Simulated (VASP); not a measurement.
Crystal: Li.

```
Li
1.0
    -1.75465    1.75465    1.75465
     1.75465   -1.75465    1.75465
     1.75465    1.75465   -1.75465
Li
1
Direct
  0.00000 0.00000 0.00000
```

- Program: VASP 6.6.1
- Task: relaxation of cell and atoms
- Functional: BLYP
- Dispersion: D4
- Potentials or basis: VASP PAW PBE potentials, release 64 (Li_sv)
- Cutoff: 600 eV
- k mesh: 11 × 11 × 11
- Occupations: fermi-dirac, width 0.05 eV
- Spin: no spin polarisation

At the start: pressure -1.2 GPa; volume 21.61 Å³/atom.

Problem. How do energy, volume and symmetry change on relaxing?

Solution. Over 4 steps the energy falls by 8.9 meV/atom and the volume is 19.45 Å³/atom (-10.0 %); space group Im-3m (No. 229, to 0.1 Å) before and after.

Step by step:
```
step  energy change (eV)  largest force (eV/Å)  pressure (GPa)  volume (Å³)
   1              0.0000                0.0000           -1.24        21.61
   2             -0.0036                0.0000           -1.00        21.09
   3             -0.0088                0.0000           -0.09        19.59
   4             -0.0089                0.0000            0.00        19.45
```

Final structure:
```
CELL_PARAMETERS angstrom
-1.69424 1.69424 1.69424
1.69424 -1.69424 1.69424
1.69424 1.69424 -1.69424
ATOMIC_POSITIONS crystal
Li 0.00000 0.00000 0.00000
```

The cell as given is a measured one (21.61 Å³/atom); BLYP+D4 puts the equilibrium volume -10.0 % from it, thermal expansion not counted.

Caveat: the cutoff is under 1.25 times the usual one of these potentials, so pressure, stress and relaxed cells hold a basis-set (Pulay) error; the PAW data sets were made with another functional, which shifts forces and pressure a little.
